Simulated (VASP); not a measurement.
# MoS2 (P6_3/mmc) in VASP: a series of runs

The runs below take MoS2 through single point, with PBEsol.

Program: VASP 6.6.1. These are calculated values, not measurements. Logs are shortened: lines on timing, memory, paths and dates and some standing lists are left out, and cuts for length are marked.

**1. The cell of the first run**

It takes space group P6_3/mmc (No. 194, hexagonal). Conventional cell: a = 3.016 Å, b = 3.016 Å, c = 11.942 Å, α = 90.00°, β = 90.00°, γ = 120.00°. Mo (site symmetry -6m2) has 6 S at 2.29 Å within 3.0 Å. S (site symmetry 3m) has 3 Mo at 2.29 Å and 1 S at 2.96 Å within 3.0 Å.

**2. Single point, PBEsol**

Input file INCAR:

```
PREC = Accurate
ENCUT = 520
EDIFF = 1E-6
ISMEAR = 1
SIGMA = 0.118
LREAL = False
LASPH = True
NELM = 100
ALGO = Normal
ISIF = 2
LWAVE = False
LCHARG = False
GGA = PS
NBANDS = 35
```

Input file KPOINTS:

```
Automatic mesh
0
Gamma
  12 12 2
```

Input file POSCAR:

```
MoS2
1.0
    3.0160000000      0.0000000000      0.0000000000
   -1.5080000000      2.6119326178      0.0000000000
    0.0000000000      0.0000000000     11.9418000000
Mo S
2 4
Direct
    0.3333333333      0.6666666667      0.2500000000
    0.6666666667      0.3333333333      0.7500000000
    0.3333333333      0.6666666667      0.6259932117
    0.6666666667      0.3333333333      0.1259932117
    0.3333333333      0.6666666667      0.8740067883
    0.6666666667      0.3333333333      0.3740067883
```

Potentials or basis: VASP PAW PBE potentials, release 64 (Mo_sv, S).

On the command line:

```console
cat potpaw_PBE.64/Mo_sv/POTCAR potpaw_PBE.64/S/POTCAR > POTCAR
mpirun -np 1 vasp_std > vasp.out
```

OUTCAR:

```text
PREC = Accurate
   ENCUT = 520
   EDIFF = 1E-6
   ISMEAR = 1
   LREAL = False
   LASPH = True
   NELM = 100
   ISIF = 2
   GGA = PS

 ion  position               nearest neighbor table
   1  0.333  0.667  0.250-   4 2.29   6 2.29   4 2.29   6 2.29   4 2.29   6 2.29
   2  0.667  0.333  0.750-   3 2.29   5 2.29   3 2.29   5 2.29   3 2.29   5 2.29
   3  0.333  0.667  0.626-   2 2.29   2 2.29   2 2.29
   4  0.667  0.333  0.126-   1 2.29   1 2.29   1 2.29
   5  0.333  0.667  0.874-   2 2.29   2 2.29   2 2.29
   6  0.667  0.333  0.374-   1 2.29   1 2.29   1 2.29

  LATTYP: Found a hexagonal cell.
 ALAT       =     3.0160000000
 C/A-ratio  =     3.9594827586

  Lattice vectors:

 A1 = (   3.0160000000,   0.0000000000,   0.0000000000)
 A2 = (  -1.5080000000,   2.6119326178,   0.0000000000)
 A3 = (   0.0000000000,   0.0000000000,  11.9418000000)

Analysis of symmetry for initial positions (statically):
=====================================================================
 Subroutine PRICEL returns:
 Original cell was already a primitive cell.

 Routine SETGRP: Setting up the symmetry group for a
 hexagonal supercell.

 Subroutine GETGRP returns: Found 24 space group operations
 (whereof 12 operations were pure point group operations)
 out of a pool of 24 trial point group operations.

The static configuration has the point symmetry D_3d.
 The point group associated with its full space group is D_6h.

Analysis of symmetry for dynamics (positions and initial velocities):
=====================================================================
 Subroutine PRICEL returns:
 Original cell was already a primitive cell.

 Routine SETGRP: Setting up the symmetry group for a
 hexagonal supercell.

 Subroutine GETGRP returns: Found 24 space group operations
 (whereof 12 operations were pure point group operations)
 out of a pool of 24 trial point group operations.

The dynamic configuration has the point symmetry D_3d.
 The point group associated with its full space group is D_6h.

 Subroutine INISYM returns: Found 24 space group operations
 (whereof 12 operations are pure point group operations),
 and found     1 'primitive' translations

----------------------------------------------------------------------------------------

                                     Primitive cell

  volume of cell :      94.0726

  direct lattice vectors                    reciprocal lattice vectors
     3.016000000  0.000000000  0.000000000     0.331564987  0.191429134  0.000000000
    -1.508000000  2.611932618  0.000000000     0.000000000  0.382858269  0.000000000
     0.000000000  0.000000000 11.941800000     0.000000000  0.000000000  0.083739470

  length of vectors
     3.016000000  3.016000000 11.941800000     0.382858269  0.382858269  0.083739470

  position of ions in fractional coordinates (direct lattice)
     0.333333333  0.666666667  0.250000000
     0.666666667  0.333333333  0.750000000
     0.333333333  0.666666667  0.625993212
     0.666666667  0.333333333  0.125993212
     0.333333333  0.666666667  0.874006788
     0.666666667  0.333333333  0.374006788

  ion indices of the primitive-cell ions
   primitive index   ion index
                 1           1
                 2           2
                 3           3
                 4           4
                 5           5
                 6           6

----------------------------------------------------------------------------------------

 KPOINTS: Automatic mesh

Automatic generation of k-mesh.
 Grid dimensions read from file:
 generate k-points for:   12   12    2

 Generating k-lattice:

  Cartesian coordinates                     Fractional coordinates (reciprocal lattice)
     0.027630416  0.015952428  0.000000000     0.083333333  0.000000000  0.000000000
     0.000000000  0.031904856  0.000000000     0.000000000  0.083333333  0.000000000
     0.000000000  0.000000000  0.041869735     0.000000000  0.000000000  0.500000000

  Length of vectors
     0.031904856  0.031904856  0.041869735

  Shift w.r.t. Gamma in fractional coordinates (k-lattice)
     0.000000000  0.000000000  0.000000000

 Subroutine IBZKPT returns following result:
 ===========================================

 Found     38 irreducible k-points:

 Following reciprocal coordinates:
            Coordinates               Weight
  0.000000  0.000000  0.000000      1.000000
  0.083333 -0.000000  0.000000      6.000000
  0.166667  0.000000  0.000000      6.000000
  0.250000 -0.000000  0.000000      6.000000
  0.333333 -0.000000  0.000000      6.000000
  0.416667 -0.000000  0.000000      6.000000
[... 16 lines left out ...]
  0.250000 -0.000000  0.500000      6.000000
  0.333333 -0.000000  0.500000      6.000000
 [... further k-points ...]
   k-points           NKPTS =     38   k-points in BZ     NKDIM =     38   number of bands    NBANDS=     35
   number of dos      NEDOS =    301   number of ions     NIONS =      6
   total plane-waves  NPLWV =  51840
   dimension x,y,z NGX =    24 NGY =   24 NGZ =   90
   dimension x,y,z NGXF=    48 NGYF=   48 NGZF=  180
   ions per type =               2   4
   NGX,Y,Z   is equivalent  to a cutoff of  13.23, 13.23, 12.53 a.u.
   NGXF,Y,Z  is equivalent  to a cutoff of  26.46, 26.46, 25.06 a.u.
 SYSTEM =  unknown system
   PREC   = accura    normal or accurate (medium, high low for compatibility)
   ISTART =      0    job   : 0-new  1-cont  2-samecut
   ICHARG =      2    charge: 1-file 2-atom 10-const
   ISPIN  =      1    spin polarized calculation?
   LNONCOLLINEAR =      F non collinear calculations
   LSORBIT =      F    spin-orbit coupling
   LASPH  =      T    aspherical Exc in radial PAW
   ENCUT  =  520.0 eV  38.22 Ry    6.18 a.u.   5.61  5.61 22.20*2*pi/ulx,y,z
   NELM   =    100;   NELMIN=  2; NELMDL= -5     # of ELM steps
   EDIFF  = 0.1E-05   stopping-criterion for ELM
   LREAL  =      F    real-space projection
   EDIFFG = 0.1E-04   stopping-criterion for IOM
   NSW    =      0    number of steps for IOM
   IBRION =     -1    ionic relax: 0-MD 1-quasi-New 2-CG
   NFREE  =      0    steps in history (QN), initial steepest desc. (CG)
   ISIF   =      2    stress and relaxation
   ISYM   =      2    0-nonsym 1-usesym 2-fastsym
   POTIM  = 0.5000    time-step for ionic-motion
   TEBEG  =    0.0;   TEEND  =   0.0 temperature during run
   PSTRESS=    0.0 pullay stress
   NELECT =      52.0000    total number of electrons
   NUPDOWN=      -1.0000    fix difference up-down
   EMIN   =  10.00;   EMAX   =-10.00  energy-range for DOS
   EFERMI =   0.00;   METHOD = LEGACY
   ISMEAR =     1;   SIGMA  =   0.12  broadening in eV -4-tet -1-fermi 0-gaus
   EFERMI_NEDOS =   21; number of points for ismear=-14 and -15
   IALGO  =     38    algorithm
   IMIX   =      4    mixing-type and parameters
     AMIX     =   0.40;   BMIX     =  1.00
     AMIX_MAG =   1.60;   BMIX_MAG =  1.00
  volume/ion in A,a.u.               =      15.68       105.81
  Fermi-wavevector in a.u.,A,eV,Ry     =   1.343553  2.538948 24.560361  1.805136
  Thomas-Fermi vector in A             =   2.471618
   LORBIT       =      0    0 simple, 1 ext, 2 COOP (PROOUT), +10 PAW based schemes
   GGA     = PS    functional components
   LHFCALC =     F    Hartree Fock is set to
   AEXX    =    0.0000 exact exchange contribution
   IVDW    =     0    specifies the selected vdW correction
   LEPSILON=     F    determine dielectric tensor
   LRPA    =     F    only Hartree local field effects (RPA)
 non-spin polarized calculation
 Methfessel and Paxton  Order N= 1 SIGMA  =   0.12
  energy-cutoff  :      520.00
  volume of cell :       94.07
 maximum number of plane-waves:      2576
 NGX is ok and might be reduce to    24
   NGX = 11   NGY = 11   NGZ = 45

 number of electron      52.0000003 magnetization

 Free energy of the ion-electron system (eV)
  ---------------------------------------------------
  ext. energy  EPLUGINS =         0.00000000
  ---------------------------------------------------
  free energy    TOTEN  =       -45.87677030 eV

  energy without entropy =      -45.87679937  energy(sigma->0) =      -45.87677999

 E-fermi :   9.3768     XC(G=0): -11.5948

 val. band max:        9.2791275470   @ k =   0.0000   0.0000   0.0000
 cond. band min:      10.1087635491   @ k =   0.1667   0.1667   0.0000
 fundamental gap:      0.8296360022
 Fermi energy:         9.3767938041

 k-point     1 :       0.0000    0.0000    0.0000
  band No.  band energies     occupation
      1     -52.1389      2.00000
      2     -52.1389      2.00000
      3     -26.5134      2.00000
      4     -26.5131      2.00000
      5     -26.0665      2.00000
      6     -26.0665      2.00000
[... 27 lines left out ...]
     34      12.2807      0.00000
     35      15.1254      0.00000

 k-point     2 :       0.0833   -0.0000    0.0000
  band No.  band energies     occupation
      1     -52.1335      2.00000
      2     -52.1335      2.00000
      3     -26.5033      2.00000
      4     -26.5031      2.00000
      5     -26.1151      2.00000
      6     -26.1151      2.00000
[... 27 lines left out ...]
     34      12.1276      0.00000
     35      15.6933      0.00000

 k-point     3 :       0.1667    0.0000    0.0000
  band No.  band energies     occupation
      1     -52.1187      2.00000
      2     -52.1187      2.00000
      3     -26.4756      2.00000
      4     -26.4754      2.00000
      5     -26.2461      2.00000
      6     -26.2461      2.00000
[... 27 lines left out ...]
     34      12.5252      0.00000
     35      16.8666      0.00000
[... 723 lines left out ...]
 k-point    23 :       0.2500   -0.0000    0.5000
  band No.  band energies     occupation
      1     -52.0985      2.00000
      2     -52.0985      2.00000
      3     -26.4375      2.00000
      4     -26.4375      2.00000
      5     -26.4211      2.00000
      6     -26.4211      2.00000
[... 27 lines left out ...]
     34      13.0172      0.00000
     35      16.7450      0.00000

 k-point    24 :       0.3333   -0.0000    0.5000
  band No.  band energies     occupation
      1     -52.0781      2.00000
      2     -52.0781      2.00000
      3     -26.5918      2.00000
      4     -26.5918      2.00000
      5     -26.3993      2.00000
      6     -26.3993      2.00000
[... 27 lines left out ...]
     34      13.3960      0.00000
     35      15.9486      0.00000

 [... further k-points ...]

------------------------ aborting loop because EDIFF is reached ----------------------------------------

  FORCE on cell =-STRESS in cart. coord.  units (eV):
  Direction    XX          YY          ZZ          XY          YZ          ZX
  --------------------------------------------------------------------------------------
  -------------------------------------------------------------------------------------
  Total       15.1410898     15.1410898     17.8306080      0.0000000      0.0000000      0.0000000
  in kB      257.8722556    257.8722556    303.6782130      0.0000000      0.0000000      0.0000000
  external PRESSURE =     273.1409080 kB  Pullay stress =       0.0000000 kB

 VOLUME and BASIS-vectors are now :
 -----------------------------------------------------------------------------
  energy-cutoff  :      520.00
  volume of cell :       94.07
      direct lattice vectors                 reciprocal lattice vectors
     3.016000000  0.000000000  0.000000000     0.331564987  0.191429134  0.000000000
    -1.508000000  2.611932618  0.000000000     0.000000000  0.382858269  0.000000000
     0.000000000  0.000000000 11.941800000     0.000000000  0.000000000  0.083739470

 POSITION                                       TOTAL-FORCE (eV/Angst)
 -----------------------------------------------------------------------------------
     -0.00000      1.74129      2.98545        -0.000000     -0.000000      0.000000
      1.50800      0.87064      8.95635        -0.000000      0.000000      0.000000
     -0.00000      1.74129      7.47549         0.000000     -0.000000     -2.858607
      1.50800      0.87064      1.50459        -0.000000      0.000000     -2.858607
     -0.00000      1.74129     10.43721         0.000000     -0.000000      2.858607
      1.50800      0.87064      4.46631        -0.000000      0.000000      2.858607
 -----------------------------------------------------------------------------------
    total drift:                               -0.000000      0.000000     -0.000000

  FREE ENERGIE OF THE ION-ELECTRON SYSTEM (eV)
  ---------------------------------------------------
  free  energy   TOTEN  =       -45.8767703048 eV

  energy  without entropy=      -45.8767993719  energy(sigma->0) =      -45.87677999
```

It took 55 s on 1 thread of Intel Xeon 6975P-C (Granite Rapids), shared host; peak memory 0.27 GiB.

Results:

* Free energy: -45.8768 eV
* Pressure: 27.3 GPa
* Largest force: 2.859 eV/Å
* Band gap on the k mesh: 0.83 eV, indirect (least direct gap 2.00 eV)

Forces on the atoms (eV/Å):
```
Mo   0.000  0.000  0.000
Mo   0.000  0.000  0.000
S    0.000  0.000 -2.859
S    0.000  0.000 -2.859
S    0.000  0.000  2.859
S    0.000  0.000  2.859
```

Levels at points of the mesh, in eV from the valence-band top:
| k point | band 24 | band 25 | band 26 | band 27 | band 28 | band 29 |
| --- | --- | --- | --- | --- | --- | --- |
| (0.00, 0.00, 0.00) | -1.64 | -1.43 | 0.00 | 2.37 | 2.37 | 2.39 |
| (0.50, 0.00, 0.00) | -1.70 | -1.67 | -1.60 | 1.88 | 1.94 | 2.32 |
| (0.00, 0.00, 0.50) | -2.61 | -0.39 | -0.39 | 2.38 | 2.38 | 2.38 |
| (0.50, 0.00, 0.50) | -1.77 | -1.64 | -1.64 | 1.91 | 1.91 | 2.52 |

Caveat: the PAW data sets were made with another functional, which shifts forces and pressure a little; this functional lacks dispersion, which binds the layers, so the pressure and a relaxed spacing across them are unreliable. A k mesh can miss the band edges.

**3. Single point, PBEsol**

This run uses another cell than the first one, of 15.84 Å³/atom, 1.010 times its volume.

Input file INCAR:

```
SYSTEM = MoS2
PREC = Accurate
ENCUT = 520
EDIFF = 1E-6
ISMEAR = 1
SIGMA = 0.153
LREAL = .False.
LASPH = .True.
NELM = 100
ALGO = Normal
ISIF = 2
LWAVE = .False.
LCHARG = .False.
GGA = PS
NBANDS = 35
```

Input file KPOINTS:

```
Automatic mesh
0
Gamma
  12 12 2
  0 0 0
```

POSCAR, as its differences from that of step 2:

```diff
@@ -2,5 +2,5 @@
 1.0
-    3.0160000000      0.0000000000      0.0000000000
-   -1.5080000000      2.6119326178      0.0000000000
-    0.0000000000      0.0000000000     11.9418000000
+    2.9846000000      0.0000000000      0.0000000000
+   -1.4923000000      2.5847394201      0.0000000000
+    0.0000000000      0.0000000000     12.3189000000
 Mo S
```

Potentials or basis: VASP PAW PBE potentials, release 64 (Mo_sv, S).

On the command line:

```console
cat potpaw_PBE.64/Mo_sv/POTCAR potpaw_PBE.64/S/POTCAR > POTCAR
mpirun -np 1 vasp_std > vasp.out
```

It took 58 s on 1 thread of Intel Xeon 6975P-C (Granite Rapids), shared host; peak memory 0.26 GiB.

Results (log left out):

```yaml
Free_energy: -46.0339 eV
Pressure: 24.2 GPa
Largest_force: 2.004 eV/Å
Band_gap_on_the_k_mesh: 1.07 eV, indirect (least direct gap 2.25 eV)
```

Forces on the atoms (eV/Å):
```
Mo   0.000  0.000  0.000
Mo   0.000  0.000  0.000
S    0.000  0.000 -2.004
S    0.000  0.000 -2.004
S    0.000  0.000  2.004
S    0.000  0.000  2.004
```

Stress tensor (GPa, compression positive):
```
25.61  0.00  0.00
 0.00 25.61  0.00
 0.00  0.00 21.31
```

Levels at points of the mesh, in eV from the valence-band top:
```
           k point  band 24  band 25  band 26  band 27  band 28  band 29
(0.00, 0.00, 0.00)    -1.53    -1.44     0.00     2.88     2.88     2.90
(0.50, 0.00, 0.00)    -1.25    -1.23    -1.06     2.51     2.55     2.72
(0.00, 0.00, 0.50)    -1.92    -0.39    -0.39     2.88     2.88     2.88
(0.50, 0.00, 0.50)    -1.25    -1.15    -1.15     2.53     2.53     2.94
```

Caveat: the PAW data sets were made with another functional, which shifts forces and pressure a little; this functional lacks dispersion, which binds the layers, so the pressure and a relaxed spacing across them are unreliable. Expect the measured gap to be larger: semilocal functionals such as PBEsol lack the derivative discontinuity.
